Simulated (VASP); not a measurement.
Runs of VASP 6.6.1 on Co. The structure is that of space group Im-3m (No. 229), or close to it. The cells are those of the table. This isn't the form of Co at room conditions, which is hcp.

| spin | cell | k mesh for the DOS | occupations for the DOS | gap on the mesh (eV) | pressure (GPa) | moment (μB) |
| --- | --- | --- | --- | --- | --- | --- |
| collinear, ferromagnetic start | a = 2.433 Å, angles 109.5°, 1 atom | 30 × 30 × 30 | tetrahedron | - | - | 1.72 |
| collinear, ferromagnetic start | a = 2.434 Å, angles 109.5°, 1 atom | - | - | none | (a) | 1.72 |
| collinear, ferromagnetic start | a = 2.433 Å, angles 109.5°, 1 atom | - | - | none | -0.9 | 1.72 |
| collinear, ferromagnetic start | a = 2.431 Å, angles 109.5°, 1 atom | - | - | none | -0.3 | 1.72 |
| off | a = 2.433 Å, angles 109.5°, 1 atom | - | - | none | -11.5 | - |

Alike in all rows: task single point; level PBE; potentials or basis VASP PAW PBE potentials, release 64 (Co); k mesh 20 × 20 × 20; cutoff (eV) 520; smearing gaussian 0.05 eV.

Task: Estimate the missing entries.

Result: (a) -1.3.

Caveats: tetrahedron occupations give inexact forces and stress in metals (at least some runs); the cell stands under tension (at least some runs).

A gap of «none» marks levels without a gap at the run's occupations.
